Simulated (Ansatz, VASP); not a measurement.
# CrBrO: VASP beside Ansatz

```xyz
6
Lattice="3.7425 0.0000 0.0000 0.0000 3.1886 0.0000 0.0000 0.0000 7.5994" Properties=species:S:1:pos:R:3 pbc="T T T"
Cr    0.9356    0.7971    0.6204
Cr    2.8069    2.3914    6.9790
O     0.9356    2.3914    7.0186
O     2.8069    0.7971    0.5808
Br    0.9356    2.3914    2.4464
Br    2.8069    0.7971    5.1531
```

Alike in both runs: functional LDA; k mesh 5 × 6 × 2; no spin polarisation.

Ansatz relaxed the structure, and its values are those at the end. VASP's run is a single point on that final structure, the one shown.

|  | VASP | Ansatz |
| --- | --- | --- |
| version | VASP 6.6.1 | Ansatz 0.2.0 |
| potentials or method | VASP PAW LDA potentials, release 64 (Cr_pv, O, Br), cutoff 520 eV | PAW plane waves |
| occupations | fermi-dirac, width 0.1 eV | fermi-dirac |
| valence electrons in the cell | 50 | 54 |

```tsv
	VASP	Ansatz	Ansatz less VASP
gap on the k mesh at the Fermi level (eV)	none	none	-
pressure (GPa)	0.5	0.0	-0.51
rms of the force components (eV/Å)	0.024	0.001	-0.0223
```

LDA's correlation is that of Perdew and Zunger in VASP and of Perdew and Wang (1992) in Ansatz. A gap of «none» marks a metal or a gap that the smearing closes. VASP's potentials hold 50 valence electrons a cell and Ansatz's 54, so a difference there can come from the potentials and not from the codes.

The k mesh is coarse, so the values compare programs but aren't converged.
